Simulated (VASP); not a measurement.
Set up this calculation in VASP 6.6.1, as the native input.

```yaml
Task: single point
Functional: PBE
Potentials_or_basis: VASP PAW PBE potentials, release 64 (K_sv, F)
Cutoff: 520 eV
k_mesh: 12 × 12 × 12
Occupations: gaussian, width 0.05 eV
Spin: no spin polarisation
Dipole_correction: no
Further_INCAR_settings: ALGO = Normal; EDIFF = 1e-06; NBANDS = 15
```

The structure of KF lies in POSCAR:

```
KF
1.0
    0.0000000000      2.6823821250      2.6823821250
    2.6823821250      0.0000000000      2.6823821250
    2.6823821250      2.6823821250      0.0000000000
K F
1 1
Direct
    0.0000000000      0.0000000000      0.0000000000
    0.5000000000      0.5000000000      0.5000000000
```

The input as run:

INCAR

```
ALGO = Normal ; EDIFF = 1E-6
ENCUT = 520 ; GGA = PE
ISIF = 2 ; ISMEAR = 0
LASPH = True ; LCHARG = False
LREAL = False ; LWAVE = False
NBANDS = 15 ; NELM = 100
PREC = Accurate ; SIGMA = 0.05
```

KPOINTS

```
k-points
0
Gamma
  12 12 12
```

Potentials or basis: VASP PAW PBE potentials, release 64 (K_sv, F).

Launch:

```sh
$ cat potpaw_PBE.64/K_sv/POTCAR potpaw_PBE.64/F/POTCAR > POTCAR
$ mpirun -np 1 vasp_std > vasp.out
```

Results of the run:

| Item | Value |
| --- | --- |
| Pressure | 1.0 GPa |
| Band gap on the k mesh | 6.10 eV |

Wall time 77 s on 1 thread of AMD EPYC 7R13, with other jobs on the host, peak memory 0.15 GiB.
